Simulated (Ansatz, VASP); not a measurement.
BaTe in VASP and in Ansatz

```
Ba Te
1.0
     0.00000    3.85545    3.85545
     3.85545    0.00000    3.85545
     3.85545    3.85545    0.00000
Ba Te
1 1
Cartesian
  0.0000 0.0000 0.0000
  1.9277 1.9277 1.9277
```

Change from the starting cell: hydrostatic strain -1.5%.

Alike in both runs: task single point; functional PBE; k mesh 6 × 6 × 6; occupations fermi-dirac, width 0.02 eV; no spin polarisation.

|  | VASP | Ansatz |
| --- | --- | --- |
| version | VASP 6.6.1 | Ansatz 0.2.0 |
| potentials or method | VASP PAW PBE potentials, release 64 (Ba_sv, Te) | plane waves, PAW |
| plane-wave cutoff (eV) | 500 | 420 |
| valence electrons in the cell | 16 | 26 |

VASP gave:

```
gap on the k mesh at the Fermi level (eV) : 2.64
pressure (GPa)                            : 1.2
```

Question: Estimate Ansatz's values.

Answer: gap on the k mesh at the Fermi level (eV): 2.62; pressure (GPa): 0.9.

With one functional, cell and mesh, what is left measures potentials, basis and numerics. VASP's potentials hold 16 valence electrons a cell and Ansatz's 26, so a difference there can come from the potentials and not from the codes.

Spin-orbit coupling is off throughout.
